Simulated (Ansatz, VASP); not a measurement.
# Two plane-wave programs on AgCl

```
Ag Cl
1.0
     0.00000    2.85638    2.85638
     2.85638    0.00000    2.85638
     2.85638    2.85638    0.00000
Ag Cl
1 1
Direct
  0.00000 0.00000 0.00000
  0.50000 0.50000 0.50000
```

Change from the starting cell: hydrostatic strain +3.0%.

Alike in both runs: task single point; functional r2SCAN; k mesh 8 × 8 × 8; no spin polarisation.

|  | VASP | Ansatz |
| --- | --- | --- |
| version | VASP 6.6.1 | Ansatz 0.2.0 |
| potentials or method | VASP PAW PBE potentials, release 64 (Ag, Cl) | plane waves, PAW |
| plane-wave cutoff (eV) | 520 | 500 |
| occupations | gaussian, width 0.01 eV | fixed |
| valence electrons in the cell | 18 | 26 |

```tsv
	VASP	Ansatz	Ansatz less VASP
gap on the k mesh at the Fermi level (eV)	1.44	1.49	+0.051
pressure (GPa)	-3.7	-3.6	+0.08
```

VASP's potentials were made for PBE, not for r2SCAN. VASP's potentials hold 18 valence electrons a cell and Ansatz's 26, so a difference there can come from the potentials and not from the codes.
